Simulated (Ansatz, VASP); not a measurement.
Mg6F: VASP beside Ansatz

File INCAR:

```
PREC = Accurate ; ENCUT = 520
EDIFF = 1E-6 ; ISMEAR = 0
SIGMA = 0.1 ; LREAL = F
LASPH = T ; NELM = 80
ALGO = Normal ; ISIF = 2
LWAVE = F ; LCHARG = F
LDIPOL = T ; IDIPOL = 3
DIPOL = 0.5 0.5 0.326 ; GGA = PE
NBANDS = 18
```

The input KPOINTS:

```
regular mesh
0
Gamma
  9 4 1
```

The input POSCAR:

```
Mg6F
1.0
    3.2034417932      0.0000000000      0.0000000000
   -1.6017208966      7.8153198520      0.0000000000
    0.0000000000      0.0000000000     20.9851131634
Mg F
6 1
Direct
    0.8493879956      0.6987759913      0.1906113143
    0.5210014932      0.0420029864      0.2197581863
    0.1926149907      0.3852299814      0.2489050583
    0.3710660944      0.7414803149      0.3283003664
    0.0426232582      0.0834482649      0.3542380799
    0.7128162912      0.4251093731      0.3805132287
    0.7128162912      0.5501093731      0.5582582792
```

Input for Ansatz:

```yaml
crystal:
  lattice:
    - [3.2034417932, 0.0, 0.0]
    - [-1.6017208966, 7.815319852, 0.0]
    - [0.0, 0.0, 20.9851131634]
  atoms:
    - { symbol: Mg, position: [0.8493879956, 0.6987759913, 0.1906113143] }
    - { symbol: Mg, position: [0.5210014932, 0.0420029864, 0.2197581863] }
    - { symbol: Mg, position: [0.1926149907, 0.3852299814, 0.2489050583] }
    - { symbol: Mg, position: [0.3710660944, 0.7414803149, 0.3283003664] }
    - { symbol: Mg, position: [0.0426232582, 0.0834482649, 0.3542380799] }
    - { symbol: Mg, position: [0.7128162912, 0.4251093731, 0.3805132287] }
    - { symbol: F, position: [0.7128162912, 0.5501093731, 0.5582582792] }
basis:
  ecutwfc: 420
kpoints:
  mp_grid: { grid: [9, 4, 1] }
hamiltonian:
  xc: pbe
scf:
  occupations: { method: gaussian, width: 0.1 }
output:
  forces: true
  eigenvalues: true
efield:
  axis: 3
  dipole_correction: true
  ramp_width: 0.04
```

Alike in both runs: task single point; functional PBE; k mesh 9 × 4 × 1; occupations gaussian, width 0.1 eV; no spin polarisation.

|  | VASP | Ansatz |
| --- | --- | --- |
| version | VASP 6.6.1 | Ansatz 0.2.0 |
| potentials or method | VASP PAW PBE potentials, release 64 (Mg, F), cutoff 520 eV | scalar-relativistic, plane waves, PAW |
| valence electrons in the cell | 19 | 67 |

VASP gave:

```
gap on the k mesh at the Fermi level (eV) : none
rms of the force components (eV/Å)        : 0.193
```

Task: Which values does Ansatz return?

Result: gap on the k mesh at the Fermi level (eV): none; rms of the force components (eV/Å): 0.195.

Atom by atom the forces differ by 0.003 eV/Å (rms over components). A gap of «none» marks a metal or a gap that the smearing closes. VASP's potentials hold 19 valence electrons a cell and Ansatz's 67, so a difference there can come from the potentials and not from the codes.
